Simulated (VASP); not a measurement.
# AlSi2B4 (I4/mmm) in VASP: single point with PBE

Aim: the single point of AlSi2B4 with PBE.

Program: VASP 6.6.1. These are calculated values, not measurements. Logs are shortened: lines on timing, memory, paths and dates and some standing lists are left out, and cuts for length are marked.

### Step 1. The cell of the first run

It takes space group I4/mmm (No. 139, tetragonal). The conventional cell has a = 4.492 Å, b = 4.492 Å, c = 7.030 Å, α = 90.00°, β = 90.00°, γ = 90.00°. Within 3.0 Å of Al (site symmetry 4/mmm) lie 12 B at 2.25 to 2.85 Å and 2 Si at 2.41 Å. Si (site symmetry 4mm) has 1 Si at 2.20 Å and 8 B at 2.34 to 2.50 Å and 1 Al at 2.41 Å within 2.9 Å. Within 2.3 Å of B (site symmetry mmm) lie 2 B at 1.76 Å and 2 Al at 2.25 Å. B (site symmetry -4m2) has 2 B at 1.76 Å and 4 Si at 2.34 Å within 2.4 Å.

### Step 2. Single point, PBE

POSCAR reads:

```
AlSi2B4
1.0
   -2.2460717796      2.2460717796      3.5149011970
    2.2460717796     -2.2460717796      3.5149011970
    2.2460717796      2.2460717796     -3.5149011970
Al Si B
1 2 4
Direct
    0.0000000000      0.0000000000      0.0000000000
    0.6566646084      0.6566646084      0.0000000000
    0.3433353916      0.3433353916      0.0000000000
    0.5000000000      0.0000000000      0.5000000000
    0.7500000000      0.2500000000      0.5000000000
    0.0000000000      0.5000000000      0.5000000000
    0.2500000000      0.7500000000      0.5000000000
```

INCAR.step1 reads:

```
PREC = Accurate
ENCUT = 520
EDIFF = 1E-6
ISMEAR = 0
SIGMA = 0.1
LREAL = F
LASPH = T
NELM = 60
ALGO = Normal
ISIF = 2
LWAVE = F
LCHARG = T
GGA = PE
NBANDS = 20
```

KPOINTS.step1 reads:

```
Automatic mesh
0
Gamma
  12 12 12
```

INCAR.step2 reads:

```
PREC = Accurate
ENCUT = 520
EDIFF = 1E-6
ISMEAR = -5
SIGMA = 0.1
LREAL = F
LASPH = T
NELM = 60
ALGO = Normal
ISIF = 2
LWAVE = F
LCHARG = F
GGA = PE
LORBIT = 11
NEDOS = 2001
ICHARG = 11
```

KPOINTS.step2 reads:

```
Automatic mesh
0
Gamma
  18 18 18
```

Potentials or basis: VASP PAW PBE potentials, release 64 (Al, Si, B).

Started as:

```console
> cat potpaw_PBE.64/Al/POTCAR potpaw_PBE.64/Si/POTCAR potpaw_PBE.64/B/POTCAR > POTCAR
> cp INCAR.step1 INCAR
> cp KPOINTS.step1 KPOINTS
> mpirun -np 1 vasp_std > vasp.out
> cp INCAR.step2 INCAR
> cp KPOINTS.step2 KPOINTS
> mpirun -np 1 vasp_std > vasp.out
```

OUTCAR:

```text
PREC = Accurate
   ENCUT = 520
   EDIFF = 1E-6
   ISMEAR = -5
   LREAL = F
   LASPH = T
   NELM = 60
   ISIF = 2
   GGA = PE
   LORBIT = 11
   ICHARG = 11

 ion  position               nearest neighbor table
   1  0.000  0.000  0.000-   4 2.25   6 2.25   6 2.25   4 2.25   2 2.41   3 2.41
   2  0.657  0.657  0.000-   3 2.20   5 2.34   7 2.34   5 2.34   7 2.34   1 2.41   4 2.50   6 2.50
                             4 2.50   6 2.50
   3  0.343  0.343  0.000-   2 2.20   5 2.34   7 2.34   7 2.34   5 2.34   1 2.41   4 2.50   6 2.50
                             6 2.50   4 2.50
   4  0.500  0.000  0.500-   5 1.76   7 1.76   1 2.25   1 2.25   3 2.50   2 2.50   3 2.50   2 2.50

   5  0.750  0.250  0.500-   4 1.76   6 1.76   3 2.34   2 2.34   3 2.34   2 2.34
   6  0.000  0.500  0.500-   5 1.76   7 1.76   1 2.25   1 2.25   3 2.50   2 2.50   2 2.50   3 2.50

   7  0.250  0.750  0.500-   4 1.76   6 1.76   3 2.34   2 2.34   3 2.34   2 2.34

  LATTYP: Found a body centered tetragonal cell.
 ALAT       =     4.4921435592
 C/A-ratio  =     1.5649104490

  Lattice vectors:

 A1 = (  -2.2460717796,   2.2460717796,   3.5149011970)
 A2 = (   2.2460717796,  -2.2460717796,   3.5149011970)
 A3 = (   2.2460717796,   2.2460717796,  -3.5149011970)

Analysis of symmetry for initial positions (statically):
=====================================================================
 Subroutine PRICEL returns:
 Original cell was already a primitive cell.

 Routine SETGRP: Setting up the symmetry group for a
 body centered tetragonal supercell.

 Subroutine GETGRP returns: Found 16 space group operations
 (whereof 16 operations were pure point group operations)
 out of a pool of 16 trial point group operations.

The static configuration has the point symmetry D_4h.

Analysis of symmetry for dynamics (positions and initial velocities):
=====================================================================
 Subroutine PRICEL returns:
 Original cell was already a primitive cell.

 Routine SETGRP: Setting up the symmetry group for a
 body centered tetragonal supercell.

 Subroutine GETGRP returns: Found 16 space group operations
 (whereof 16 operations were pure point group operations)
 out of a pool of 16 trial point group operations.

The dynamic configuration has the point symmetry D_4h.

 Subroutine INISYM returns: Found 16 space group operations
 (whereof 16 operations are pure point group operations),
 and found     1 'primitive' translations

----------------------------------------------------------------------------------------

                                     Primitive cell

  volume of cell :      70.9284

  direct lattice vectors                    reciprocal lattice vectors
    -2.246071780  2.246071780  3.514901197     0.000000000  0.222610873  0.142251509
     2.246071780 -2.246071780  3.514901197     0.222610873  0.000000000  0.142251509
     2.246071780  2.246071780 -3.514901197     0.222610873  0.222610873  0.000000000

  length of vectors
     4.737531773  4.737531773  4.737531773     0.264180038  0.264180038  0.314819316

  position of ions in fractional coordinates (direct lattice)
     0.000000000  0.000000000  0.000000000
     0.656664608  0.656664608  0.000000000
     0.343335392  0.343335392  0.000000000
     0.500000000  0.000000000  0.500000000
     0.750000000  0.250000000  0.500000000
     0.000000000  0.500000000  0.500000000
     0.250000000  0.750000000  0.500000000

  ion indices of the primitive-cell ions
   primitive index   ion index
                 1           1
                 2           2
                 3           3
                 4           4
                 5           5
                 6           6
                 7           7

----------------------------------------------------------------------------------------

 KPOINTS: Automatic mesh

Automatic generation of k-mesh.
 Grid dimensions read from file:
 generate k-points for:   18   18   18

 Generating k-lattice:

  Cartesian coordinates                     Fractional coordinates (reciprocal lattice)
     0.000000000  0.012367271  0.007902862     0.055555556  0.000000000 -0.000000000
     0.012367271  0.000000000  0.007902862     0.000000000  0.055555556 -0.000000000
     0.012367271  0.012367271  0.000000000     0.000000000  0.000000000  0.055555556

  Length of vectors
     0.014676669  0.014676669  0.017489962

  Shift w.r.t. Gamma in fractional coordinates (k-lattice)
     0.000000000  0.000000000  0.000000000

 TETIRR: Found   7414 inequivalent tetrahedra from    34992

 Subroutine IBZKPT returns following result:
 ===========================================

 Found    480 irreducible k-points:

 Following reciprocal coordinates:
            Coordinates               Weight
  0.000000  0.000000  0.000000      1.000000
  0.055556 -0.000000  0.000000      8.000000
  0.111111 -0.000000  0.000000      8.000000
  0.166667 -0.000000  0.000000      8.000000
  0.222222 -0.000000  0.000000      8.000000
  0.277778 -0.000000  0.000000      8.000000
[... 16 lines left out ...]
 -0.277778  0.055556 -0.000000     16.000000
 -0.222222  0.055556  0.000000     16.000000
 [... further k-points ...]
   k-points           NKPTS =    480   k-points in BZ     NKDIM =    480   number of bands    NBANDS=     15
   number of dos      NEDOS =   2001   number of ions     NIONS =      7
   total plane-waves  NPLWV =  46656
   dimension x,y,z NGX =    36 NGY =   36 NGZ =   36
   dimension x,y,z NGXF=    72 NGYF=   72 NGZF=   72
   ions per type =               1   2   4
   NGX,Y,Z   is equivalent  to a cutoff of  12.63, 12.63, 12.63 a.u.
   NGXF,Y,Z  is equivalent  to a cutoff of  25.27, 25.27, 25.27 a.u.
 SYSTEM =  unknown system
   PREC   = accura    normal or accurate (medium, high low for compatibility)
   ISTART =      0    job   : 0-new  1-cont  2-samecut
   ICHARG =     11    charge: 1-file 2-atom 10-const
   ISPIN  =      1    spin polarized calculation?
   LNONCOLLINEAR =      F non collinear calculations
   LSORBIT =      F    spin-orbit coupling
   LASPH  =      T    aspherical Exc in radial PAW
   ENCUT  =  520.0 eV  38.22 Ry    6.18 a.u.   8.81  8.81  8.81*2*pi/ulx,y,z
   NELM   =     60;   NELMIN=  2; NELMDL=  0     # of ELM steps
   EDIFF  = 0.1E-05   stopping-criterion for ELM
   LREAL  =      F    real-space projection
   EDIFFG = 0.1E-04   stopping-criterion for IOM
   NSW    =      0    number of steps for IOM
   IBRION =     -1    ionic relax: 0-MD 1-quasi-New 2-CG
   NFREE  =      0    steps in history (QN), initial steepest desc. (CG)
   ISIF   =      2    stress and relaxation
   ISYM   =      2    0-nonsym 1-usesym 2-fastsym
   POTIM  = 0.5000    time-step for ionic-motion
   TEBEG  =    0.0;   TEEND  =   0.0 temperature during run
   PSTRESS=    0.0 pullay stress
   NELECT =      23.0000    total number of electrons
   NUPDOWN=      -1.0000    fix difference up-down
   EMIN   =  10.00;   EMAX   =-10.00  energy-range for DOS
   EFERMI =   0.00;   METHOD = LEGACY
   ISMEAR =    -5;   SIGMA  =   0.10  broadening in eV -4-tet -1-fermi 0-gaus
   EFERMI_NEDOS =   21; number of points for ismear=-14 and -15
   IALGO  =     38    algorithm
   IMIX   =      4    mixing-type and parameters
     AMIX     =   0.40;   BMIX     =  1.00
     AMIX_MAG =   1.60;   BMIX_MAG =  1.00
  volume/ion in A,a.u.               =      10.13        68.38
  Fermi-wavevector in a.u.,A,eV,Ry     =   1.124719  2.125410 17.211269  1.264993
  Thomas-Fermi vector in A             =   2.261392
   LORBIT       =     11    0 simple, 1 ext, 2 COOP (PROOUT), +10 PAW based schemes
   GGA     = PE    functional components
   LHFCALC =     F    Hartree Fock is set to
   AEXX    =    0.0000 exact exchange contribution
   IVDW    =     0    specifies the selected vdW correction
   LEPSILON=     F    determine dielectric tensor
   LRPA    =     F    only Hartree local field effects (RPA)
 non-spin polarized calculation
 Fermi weights with tetrahedron method with Bloechl corrections
  energy-cutoff  :      520.00
  volume of cell :       70.93
 maximum number of plane-waves:      1933

 number of electron      23.0000000 magnetization

 Free energy of the ion-electron system (eV)
  ---------------------------------------------------
  ext. energy  EPLUGINS =         0.00000000
  ---------------------------------------------------
  free energy    TOTEN  =       -37.01396551 eV

  energy without entropy =      -37.01396551  energy(sigma->0) =      -37.01396551

 E-fermi :   8.9045     XC(G=0): -11.4624

 val. band max:        9.0266963592   @ k =   0.4444   0.0556   0.0556
 cond. band min:       8.8471412308   @ k =  -0.4444  -0.4444   0.4444
 fundamental gap:     -0.1795551284
 Fermi energy:         8.9045224989

 k-point     1 :       0.0000    0.0000    0.0000
  band No.  band energies     occupation
      1      -5.9672      2.00000
      2       1.4066      2.00000
      3       1.4195      2.00000
      4       2.6873      2.00000
      5       3.3543      2.00000
      6       3.7982      2.00000
      7       3.7982      2.00000
      8       3.8655      2.00000
      9       3.8655      2.00000
     10       3.9180      2.00000
     11       5.7519      2.00000
     12       5.7519      2.00000
     13       5.9343      2.00000
     14       8.2525      2.00000
[... 401 lines left out ...]
      2      -0.3539      2.00000
      3       1.1156      2.00000
      4       1.6937      2.00000
      5       2.5991      2.00000
      6       3.1774      2.00000
      7       3.6117      2.00000
      8       4.2156      2.00000
      9       4.8819      2.00000
     10       5.6500      2.00000
     11       5.7902      2.00000
     12       6.6766      2.00000
     13       7.8343      2.01201
     14       9.9046      0.00000
     15      12.4399      0.00000

 [... further k-points ...]

------------------------ aborting loop because EDIFF is reached ----------------------------------------

  FORCE on cell =-STRESS in cart. coord.  units (eV):
  Direction    XX          YY          ZZ          XY          YZ          ZX
  --------------------------------------------------------------------------------------
  -------------------------------------------------------------------------------------
  Total       -0.1139113     -0.1139113     -0.0103837      0.0000000     -0.0000000      0.0000000
  in kB       -2.5731019     -2.5731019     -0.2345534      0.0000000     -0.0000000      0.0000000
  external PRESSURE =      -1.7935857 kB  Pullay stress =       0.0000000 kB

 VOLUME and BASIS-vectors are now :
 -----------------------------------------------------------------------------
  energy-cutoff  :      520.00
  volume of cell :       70.93
      direct lattice vectors                 reciprocal lattice vectors
    -2.246071780  2.246071780  3.514901197     0.000000000  0.222610873  0.142251509
     2.246071780 -2.246071780  3.514901197     0.222610873  0.000000000  0.142251509
     2.246071780  2.246071780 -3.514901197     0.222610873  0.222610873  0.000000000

 POSITION                                       TOTAL-FORCE (eV/Angst)
 -----------------------------------------------------------------------------------
      0.00000      0.00000      0.00000         0.000000      0.000000      0.000000
      0.00000      0.00000      4.61622         0.000000      0.000000     -0.009285
      0.00000      0.00000      2.41358        -0.000000     -0.000000      0.009285
      0.00000      2.24607      0.00000         0.000000      0.000000      0.000000
     -0.00000      2.24607      1.75745         0.000000      0.000000      0.000000
      2.24607      0.00000      0.00000         0.000000      0.000000      0.000000
      2.24607     -0.00000      1.75745         0.000000      0.000000      0.000000
 -----------------------------------------------------------------------------------
    total drift:                                0.000000      0.000000     -0.000000

  FREE ENERGIE OF THE ION-ELECTRON SYSTEM (eV)
  ---------------------------------------------------
  free  energy   TOTEN  =       -37.0139655052 eV

  energy  without entropy=      -37.0139655052  energy(sigma->0) =      -37.01396551

 total charge

# of ion       s       p       d       tot
------------------------------------------
    1        0.434   0.366   0.000   0.800
    2        0.794   0.846   0.000   1.639
    3        0.794   0.846   0.000   1.639
    4        0.680   1.149   0.000   1.829
    5        0.660   1.107   0.000   1.768
    6        0.680   1.149   0.000   1.829
    7        0.660   1.107   0.000   1.768
--------------------------------------------------
tot          4.702   6.570   0.000  11.272
```

It took 7 min on 1 thread of Intel Xeon 8259CL, shared host; peak memory 0.59 GiB.

Results:

* Valence electrons inside the program's atomic spheres: Al 0.80; Si 1.64; B 1.83, 1.77 (each value once)
